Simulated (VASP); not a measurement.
Write the native input for VASP 6.6.1 that does the following.

- Task: relaxation of cell and atoms
- Functional: PBEsol
- Potentials or basis: VASP PAW PBE potentials, release 64 (Sn_d, Se)
- Cutoff: 600 eV
- k mesh: 6 × 6 × 6
- Occupations: fermi-dirac, width 0.05 eV
- Spin: no spin polarisation
- Target pressure: 30 GPa
- Dipole correction: no
- Further INCAR settings: ALGO = Normal; EDIFF = 1e-06; IBRION = 2; EDIFFG = -0.02; NSW = 80; ISIF = 3

The structure of Sn3Se lies in POSCAR:

```
Sn3Se
1.0
    4.7418790000      0.0000000000      0.0000000000
    0.0000000000      4.7418790000      0.0000000000
    0.0000000000      0.0000000000      4.7418790000
Sn Se
3 1
Direct
    0.5000000000      0.5000000000      0.0000000000
    0.5000000000      0.0000000000      0.5000000000
    0.0000000000      0.5000000000      0.5000000000
    0.0000000000      0.0000000000      0.0000000000
```

These files were run (other wordings do the same):

INCAR

```
PREC = Accurate
ENCUT = 600
EDIFF = 1E-6
ISMEAR = -1
SIGMA = 0.05
LREAL = False
LASPH = True
NELM = 60
ALGO = Normal
ISIF = 3
LWAVE = False
LCHARG = False
GGA = PS
IBRION = 2
NSW = 80
EDIFFG = -0.02
PSTRESS = 300.0
```

KPOINTS

```
Automatic mesh
0
Gamma
  6 6 6
```

Potentials or basis: VASP PAW PBE potentials, release 64 (Sn_d, Se).

Launch:

```console
$ cat potpaw_PBE.64/Sn_d/POTCAR potpaw_PBE.64/Se/POTCAR > POTCAR
$ mpirun -np 1 vasp_std > vasp.out
```

Results of the run:

| Quantity | Value |
| --- | --- |
| Relaxed volume | 18.97 Å³/atom |
| Relaxed cell | a = 4.234 Å, b = 4.234 Å, c = 4.234 Å, α = 90.00°, β = 90.00°, γ = 90.00° |
| Space group after relaxing (to 0.1 Å) | Pm-3m (No. 221) |
| Energy change on relaxing (the run minimises the enthalpy) | +438.7 meV/atom |
| Ionic steps | 5 |
| Pressure after relaxing | 30.1 GPa |
| Band gap on the k mesh | zero (bands 24 and 25 overlap by 4.21 eV) |

Caveat: the cell is relaxed towards a set pressure, so the run minimises the enthalpy, not the energy; the volume moved by over 15 % at a fixed basis, so the end points are rough; the PAW data sets were made with another functional, which shifts forces and pressure a little; spin-orbit coupling is left out, which moves the levels of the heavy elements.

Run time: 5 min on 1 thread of Intel Xeon 8259CL, with other jobs on the host, peak memory 0.29 GiB.
